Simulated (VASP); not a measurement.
# AlAs (F-43m) in VASP: settings compared

AlAs is run at these levels: r2SCAN, PBE; tasks: G0W0 quasiparticle levels.

All numbers are computed with VASP 6.6.1; they aren't measurements. Logs are shortened: lines on timing, memory, paths and dates and some standing lists are left out, and cuts for length are marked.

## (1) The cell of the first run

Symmetry: F-43m, No. 216, cubic system. Conventional cell: a = 5.678 Å, b = 5.678 Å, c = 5.678 Å, α = 90.00°, β = 90.00°, γ = 90.00°. Al (site symmetry -43m) has 4 As at 2.46 Å within 3.2 Å. Within 3.2 Å of As (site symmetry -43m) lie 4 Al at 2.46 Å.

## (2) G0W0 quasiparticle levels, r2SCAN

POSCAR

```
AlAs
1.0
    0.0000000000      2.8389251757      2.8389251757
    2.8389251757      0.0000000000      2.8389251757
    2.8389251757      2.8389251757      0.0000000000
Al As
1 1
Direct
    0.0000000000      0.0000000000      0.0000000000
    0.2500000000      0.2500000000      0.2500000000
```

INCAR.step1

```
  PREC = Accurate
  ENCUT = 500
  EDIFF = 1E-8
  ISMEAR = 0
  SIGMA = 0.01
  LREAL = F
  LASPH = T
  NELM = 100
  ALGO = Normal
  LWAVE = T
  LCHARG = F
  METAGGA = R2SCAN
  LMIXTAU = T
```

INCAR.step2

```
  PREC = Accurate
  ENCUT = 500
  EDIFF = 1E-8
  ISMEAR = 0
  SIGMA = 0.01
  LREAL = F
  LASPH = T
  NELM = 1
  ALGO = Exact
  LWAVE = T
  LCHARG = F
  METAGGA = R2SCAN
  LMIXTAU = T
  NBANDS = 254
  LOPTICS = T
  ISTART = 1
```

INCAR.step3

```
  PREC = Accurate
  ENCUT = 500
  EDIFF = 1E-8
  ISMEAR = 0
  SIGMA = 0.01
  LREAL = F
  LASPH = T
  ALGO = EVGW0
  LWAVE = F
  LCHARG = F
  METAGGA = R2SCAN
  LMIXTAU = T
  NELMGW = 1
  NBANDS = 254
  ENCUTGW = 180.0
  NOMEGA = 48
  PRECFOCK = Fast
  ISTART = 1
  NBANDSGW = 12
```

KPOINTS

```
Automatic mesh
0
Gamma
  6 6 6
```

Potentials or basis: VASP PAW PBE potentials, release 64 (Al_GW, As_GW).

Run with:

```bash
cat potpaw_PBE.64/Al_GW/POTCAR potpaw_PBE.64/As_GW/POTCAR > POTCAR
cp INCAR.step1 INCAR
mpirun -np 1 vasp_std > vasp.out
cp INCAR.step2 INCAR
mpirun -np 1 vasp_std > vasp.out
cp INCAR.step3 INCAR
mpirun -np 1 vasp_std > vasp.out
```

OUTCAR:

```text
PREC = Accurate
   ENCUT = 500
   EDIFF = 1E-8
   ISMEAR = 0
   LREAL = F
   LASPH = T
   METAGGA = R2SCAN
   NELMGW = 1
   ENCUTGW = 180.0
   PRECFOCK = Fast
   ISTART = 1

 ion  position               nearest neighbor table
   1  0.000  0.000  0.000-   2 2.46   2 2.46   2 2.46   2 2.46
   2  0.250  0.250  0.250-   1 2.46   1 2.46   1 2.46   1 2.46

  LATTYP: Found a face centered cubic cell.
 ALAT       =     5.6778503514

  Lattice vectors:

 A1 = (   0.0000000000,   2.8389251757,   2.8389251757)
 A2 = (   2.8389251757,   0.0000000000,   2.8389251757)
 A3 = (   2.8389251757,   2.8389251757,   0.0000000000)

Analysis of symmetry for initial positions (statically):
=====================================================================
 Subroutine PRICEL returns:
 Original cell was already a primitive cell.

 Routine SETGRP: Setting up the symmetry group for a
 face centered cubic supercell.

 Subroutine GETGRP returns: Found 24 space group operations
 (whereof 24 operations were pure point group operations)
 out of a pool of 48 trial point group operations.

The static configuration has the point symmetry T_d .

Analysis of symmetry for dynamics (positions and initial velocities):
=====================================================================
 Subroutine PRICEL returns:
 Original cell was already a primitive cell.

 Routine SETGRP: Setting up the symmetry group for a
 face centered cubic supercell.

 Subroutine GETGRP returns: Found 24 space group operations
 (whereof 24 operations were pure point group operations)
 out of a pool of 48 trial point group operations.

The dynamic configuration has the point symmetry T_d .

 Subroutine INISYM returns: Found 24 space group operations
 (whereof 24 operations are pure point group operations),
 and found     1 'primitive' translations

----------------------------------------------------------------------------------------

                                     Primitive cell

  volume of cell :      45.7606

[... 78 lines left out ...]
   NELM   =     60;   NELMIN=  2; NELMDL=  0     # of ELM steps
   EDIFF  = 0.1E-07   stopping-criterion for ELM
   LREAL  =      F    real-space projection
   EDIFFG = 0.1E-06   stopping-criterion for IOM
   NSW    =      0    number of steps for IOM
   IBRION =     -1    ionic relax: 0-MD 1-quasi-New 2-CG
   NFREE  =      0    steps in history (QN), initial steepest desc. (CG)
   ISIF   =      0    stress and relaxation
   ISYM   =      3    0-nonsym 1-usesym 2-fastsym
   POTIM  = 0.5000    time-step for ionic-motion
   TEBEG  =    0.0;   TEEND  =   0.0 temperature during run
   PSTRESS=    0.0 pullay stress
   NELECT =       8.0000    total number of electrons
   NUPDOWN=      -1.0000    fix difference up-down
   EMIN   =  10.00;   EMAX   =-10.00  energy-range for DOS
   EFERMI =   0.00;   METHOD = LEGACY
   ISMEAR =     0;   SIGMA  =   0.01  broadening in eV -4-tet -1-fermi 0-gaus
   EFERMI_NEDOS =   21; number of points for ismear=-14 and -15
   IALGO  =     38    algorithm
   IMIX   =      4    mixing-type and parameters
     AMIX     =   0.40;   BMIX     =  1.00
     AMIX_MAG =   1.60;   BMIX_MAG =  1.00
  volume/ion in A,a.u.               =      22.88       154.40
  Fermi-wavevector in a.u.,A,eV,Ry     =   0.915393  1.729842 11.400923  0.837944
  Thomas-Fermi vector in A             =   2.040129
   LORBIT       =      0    0 simple, 1 ext, 2 COOP (PROOUT), +10 PAW based schemes
   METAGGA = R2SCAN    functional components
   LHFCALC =     T    Hartree Fock is set to
   PRECFOCK=fast      Normal, Fast or Accurate (Low or Medium for compatibility)
   ENCUT4O =  -1.0   cutoff for four orbital integrals eV
   NKREDX  =     1    reduce k-point grid by
   NKREDY  =     1    reduce k-point grid by
   NKREDZ  =     1    reduce k-point grid by
   AEXX    =    1.0000 exact exchange contribution
   HFSCREEN=    0.0000 screening length (either q_TF or 0.3 A-1)
   HFSCREENC=   0.0000 screening length for correlation (either q_TF or 0.3 A-1)
   ENCUTFOCK=  -1.0 apply spherical cutoff to Coloumb kernel
   IVDW    =     0    specifies the selected vdW correction
   LEPSILON=     F    determine dielectric tensor
   LRPA    =     F    only Hartree local field effects (RPA)
   LRPAFORCE           =     F    calculate RPA forces
   ENCUTGW             = 180.0    cutoff for response function in eV
   ENCUTGWSOFT         = 144.0    soft cutoff for Coulomb kernel in GW response function in eV
   ENCUTLF             =  -1.0    cutoff for local field effects
   NELMGW              =     1    number of iterations in solving QP/BSE equation
   NELMHF              =     1    number of iterations in the inner HF iteration
   NKREDLFX            =     1    NKREDLFY  =   1   NKREDLFZ  =   1
 non-spin polarized calculation
 Gauss-broadening in eV      SIGMA  =   0.01
  energy-cutoff  :      500.00
  volume of cell :       45.76
 maximum number of plane-waves:      1211
 NGX is ok and might be reduce to    30
  NGX = 18; NGY = 18; NGZ = 18
   NGX = 15   NGY = 15   NGZ = 15
 maximum number of plane-waves:       262

 QP shifts <psi_nk| G(iteration)W_0 |psi_nk>: iteration 1
 for sc-GW calculations column KS-energies equals QP-energies in previous step
 and V_xc(KS)=  KS-energies - (<T + V_ion + V_H > + <T+V_H+V_ion>^1  + <V_x>^1)

 k-point   1 :       0.0000    0.0000    0.0000
  band No.  KS-energies  QP-energies   sigma(KS)   V_xc(KS)     V^pw_x(r,r')   Z            occupation Imag(sigma)

      1      -9.1398      -9.2961     -11.8726     -11.6415     -17.8903       0.6765       2.0000       1.0892
      2       3.1367       2.6339     -12.2113     -11.5657     -13.1797       0.7788       2.0000       0.0146
      3       3.1367       2.6339     -12.2113     -11.5657     -13.1797       0.7788       2.0000       0.0146
      4       3.1367       2.6339     -12.2113     -11.5657     -13.1797       0.7788       2.0000       0.0146
      5       5.7393       5.8806      -9.2964      -9.4762      -5.5746       0.7855       0.0000      -0.1060
      6       7.8223       7.9032      -8.7878      -8.8930      -4.5986       0.7696       0.0000      -0.1037
      7       7.8223       7.9032      -8.7878      -8.8930      -4.5986       0.7696       0.0000      -0.1037
      8       7.8223       7.9032      -8.7878      -8.8930      -4.5986       0.7696       0.0000      -0.1037
      9      12.6601      12.6367      -8.7938      -8.7628      -3.6982       0.7540       0.0000      -0.2295
     10      12.6601      12.6367      -8.7938      -8.7628      -3.6982       0.7540       0.0000      -0.2295
     11      12.8007      12.3344      -7.4497      -6.8360      -2.2310       0.7599       0.0000      -0.2824
     12      15.3894      14.8389      -7.6773      -6.9556      -1.9911       0.7627       0.0000      -0.5737
[... 228 lines left out ...]
      1      -7.0794      -7.1641     -12.6190     -12.4986     -17.8612       0.7033       2.0000       0.7652
      2      -2.1341      -2.6770     -11.0611     -10.2942     -14.0631       0.7079       2.0000       0.1674
      3       0.1469      -0.4220     -11.1376     -10.3719     -13.0745       0.7431       2.0000       0.0458
      4       0.4133      -0.1589     -11.0278     -10.2628     -12.7952       0.7481       2.0000       0.0377
      5       6.6953       6.6716      -8.3613      -8.3310      -4.4590       0.7815       0.0000      -0.1010
      6       7.6735       7.7136      -8.8147      -8.8664      -4.7311       0.7747       0.0000      -0.1026
      7      10.8414      10.7705      -8.7825      -8.6874      -3.6728       0.7454       0.0000      -0.2071
      8      11.5230      11.4656      -9.1673      -9.0903      -4.0705       0.7462       0.0000      -0.2141
      9      14.5067      14.2289      -9.3289      -8.9481      -3.2805       0.7298       0.0000      -0.4828
     10      16.0861      15.9152      -9.7877      -9.5587      -3.7454       0.7465       0.0000      -0.5647
     11      16.5554      16.2186      -9.1120      -8.6603      -2.9666       0.7454       0.0000      -0.6409
     12      17.7140      17.5022      -9.3236      -9.0418      -3.2092       0.7517       0.0000      -0.6973
```

OUTCAR.step1:

```text
PREC = Accurate
   ENCUT = 500
   EDIFF = 1E-8
   ISMEAR = 0
   LREAL = F
   LASPH = T
[... 385 lines left out ...]
 -----------------------------------------------------------------------------------
      0.00000      0.00000      0.00000        -0.000000      0.000000     -0.000000
      1.41946      1.41946      1.41946         0.000000     -0.000000      0.000000
 -----------------------------------------------------------------------------------
    total drift:                               -0.000001     -0.000001     -0.000001

  FREE ENERGIE OF THE ION-ELECTRON SYSTEM (eV)
  ---------------------------------------------------
  free  energy   TOTEN  =       -22.6785280318 eV

  energy  without entropy=      -22.6785280318  energy(sigma->0) =      -22.67852803
```

Wall time 26 min (1 thread of AMD EPYC 7R13 (Zen 3), shared host); peak memory 1.5 GiB.

Results:

* Quasiparticle gap: 2.26 eV
* Least direct quasiparticle gap: 3.25 eV
* Band gap of the starting levels on the mesh: 1.80 eV
* Least direct gap of the starting levels on the mesh: 2.60 eV

Caveat: bands, screening cutoff and mesh are small and nothing is extrapolated, so the quasiparticle values aren't converged.

## (3) G0W0 quasiparticle levels, PBE

POSCAR is that of step 2.

INCAR.step1

```
PREC = Accurate ; ENCUT = 500
EDIFF = 1E-8 ; ISMEAR = 0
SIGMA = 0.01 ; LREAL = False
LASPH = True ; NELM = 60
ALGO = Normal ; LWAVE = True
LCHARG = False ; GGA = PE
```

INCAR.step2

```
PREC = Accurate ; ENCUT = 500
EDIFF = 1E-8 ; ISMEAR = 0
SIGMA = 0.01 ; LREAL = False
LASPH = True ; NELM = 1
ALGO = Exact ; LWAVE = True
LCHARG = False ; GGA = PE
NBANDS = 254 ; LOPTICS = True
ISTART = 1
```

INCAR.step3

```
PREC = Accurate ; ENCUT = 500
EDIFF = 1E-8 ; ISMEAR = 0
SIGMA = 0.01 ; LREAL = False
LASPH = True ; ALGO = EVGW0
LWAVE = False ; LCHARG = False
GGA = PE ; NELMGW = 1
NBANDS = 254 ; ENCUTGW = 180.0
NOMEGA = 48 ; PRECFOCK = Fast
ISTART = 1 ; NBANDSGW = 12
```

KPOINTS

```
regular mesh
0
Gamma
  6 6 6
```

Potentials or basis: VASP PAW PBE potentials, release 64 (Al_GW, As_GW).

Run with:

```bash
cat potpaw_PBE.64/Al_GW/POTCAR potpaw_PBE.64/As_GW/POTCAR > POTCAR
cp INCAR.step1 INCAR
mpirun -np 1 vasp_std > vasp.out
cp INCAR.step2 INCAR
mpirun -np 1 vasp_std > vasp.out
cp INCAR.step3 INCAR
mpirun -np 1 vasp_std > vasp.out
```

OUTCAR:

```text
PREC = Accurate
   ENCUT = 500
   EDIFF = 1E-8
   ISMEAR = 0
   LREAL = False
   LASPH = True
   GGA = PE
   NELMGW = 1
   ENCUTGW = 180.0
   PRECFOCK = Fast
   ISTART = 1

 ion  position               nearest neighbor table
   1  0.000  0.000  0.000-   2 2.46   2 2.46   2 2.46   2 2.46
   2  0.250  0.250  0.250-   1 2.46   1 2.46   1 2.46   1 2.46

[... 190 lines left out ...]
      2       3.3579       2.6763     -12.1471     -11.2549     -13.0464       0.7639       2.0000       0.0166
      3       3.3579       2.6763     -12.1471     -11.2549     -13.0464       0.7639       2.0000       0.0166
      4       3.3579       2.6763     -12.1471     -11.2549     -13.0464       0.7639       2.0000       0.0166
      5       5.3324       5.6687      -9.4972      -9.9322      -5.8069       0.7732       0.0000      -0.1058
      6       7.6252       7.7581      -8.9550      -9.1313      -4.6251       0.7536       0.0000      -0.1078
      7       7.6252       7.7581      -8.9550      -9.1313      -4.6251       0.7536       0.0000      -0.1078
      8       7.6252       7.7581      -8.9550      -9.1313      -4.6251       0.7536       0.0000      -0.1078
      9      12.1744      12.1027      -7.6147      -7.5192      -2.2875       0.7502       0.0000      -0.2855
     10      12.3481      12.4226      -8.9570      -9.0573      -3.6698       0.7424       0.0000      -0.2543
     11      12.3481      12.4226      -8.9570      -9.0573      -3.6698       0.7424       0.0000      -0.2543
     12      14.7586      14.6438      -7.7689      -7.6145      -2.0184       0.7438       0.0000      -0.5252
[... 228 lines left out ...]
      1      -6.4924      -6.9824     -12.5294     -11.8162     -17.8313       0.6870       2.0000       0.7433
      2      -1.8139      -2.5121     -10.9559      -9.9516     -14.0416       0.6952       2.0000       0.1947
      3       0.4500      -0.3154     -11.0295      -9.9789     -12.9621       0.7285       2.0000       0.0515
      4       0.6939      -0.0571     -10.9106      -9.8871     -12.6643       0.7338       2.0000       0.0424
      5       6.5260       6.5338      -8.5421      -8.5522      -4.5367       0.7674       0.0000      -0.1047
      6       7.4519       7.5468      -8.9851      -9.1098      -4.7866       0.7606       0.0000      -0.1066
      7      10.4366      10.5526      -8.9849      -9.1431      -3.7217       0.7333       0.0000      -0.2215
      8      11.1361      11.2378      -9.3396      -9.4781      -4.0784       0.7345       0.0000      -0.2316
      9      13.8798      13.9402      -9.5455      -9.6296      -3.3386       0.7175       0.0000      -0.4946
     10      15.5757      15.6508      -9.9446     -10.0470      -3.7047       0.7336       0.0000      -0.5912
     11      15.8576      15.9080      -9.2853      -9.3541      -2.9786       0.7328       0.0000      -0.6473
     12      17.0991      17.2067      -9.4851      -9.6308      -3.1914       0.7386       0.0000      -0.7123
```

OUTCAR.step1:

```text
PREC = Accurate
   ENCUT = 500
   EDIFF = 1E-8
   ISMEAR = 0
   LREAL = False
[... 387 lines left out ...]
      0.00000      0.00000      0.00000         0.000000      0.000000      0.000000
      1.41946      1.41946      1.41946        -0.000000     -0.000000     -0.000000
 -----------------------------------------------------------------------------------
    total drift:                               -0.000000     -0.000000     -0.000000

  FREE ENERGIE OF THE ION-ELECTRON SYSTEM (eV)
  ---------------------------------------------------
  free  energy   TOTEN  =        -9.3787052876 eV

  energy  without entropy=       -9.3787052876  energy(sigma->0) =       -9.37870529
```

It took 53 min on 1 thread of Intel Xeon 8259CL, shared host; peak memory 1.5 GiB.

Results:

* Quasiparticle gap: 2.10 eV
* Least direct quasiparticle gap: 2.99 eV
* Band gap of the starting levels on the mesh: 1.45 eV
* Least direct gap of the starting levels on the mesh: 1.97 eV

Caveat: bands, screening cutoff and mesh are small and nothing is extrapolated, so the quasiparticle values aren't converged.
